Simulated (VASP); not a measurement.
A run of VASP 6.6.1 is set up as follows.

Contents of INCAR:

```
ALGO = Normal ; EDIFF = 1E-6
ENCUT = 520 ; GGA = PE
ISIF = 2 ; ISMEAR = 0
LASPH = T ; LCHARG = F
LREAL = F ; LWAVE = F
NBANDS = 34 ; NELM = 80
PREC = Accurate ; SIGMA = 0.1
```

The input KPOINTS:

```
k-points
0
Gamma
  6 6 6
```

Contents of POSCAR:

```
Ga2GeSe2
1.0
   -2.5766839646      2.5766839646      4.0882763107
    2.5766839646     -2.5766839646      4.0882763107
    2.5766839646      2.5766839646     -4.0882763107
Ga Ge Se
2 1 2
Direct
    0.3479956433      0.3479956433      0.0000000000
    0.6520043567      0.6520043567      0.0000000000
    0.0000000000      0.0000000000      0.0000000000
    0.7500000000      0.2500000000      0.5000000000
    0.2500000000      0.7500000000      0.5000000000
```

Potentials or basis: VASP PAW PBE potentials, release 64 (Ga_d, Ge_d, Se).

Command:

```bash
$ cat potpaw_PBE.64/Ga_d/POTCAR potpaw_PBE.64/Ge_d/POTCAR potpaw_PBE.64/Se/POTCAR > POTCAR
$ mpirun -np 1 vasp_std > vasp.out
```

What does it give for the band gap on the k mesh?

Zero (bands 26 and 27 overlap by 1.56 eV).

Predict the pressure.

0.1 GPa.

Estimate the largest force.

0.019 eV/Å.

Forces in eV/Å, atoms in the order of the input:
```
Ga   0.000  0.000 -0.019
Ga   0.000  0.000  0.019
Ge   0.000  0.000  0.000
Se   0.000  0.000  0.000
Se   0.000  0.000  0.000
```
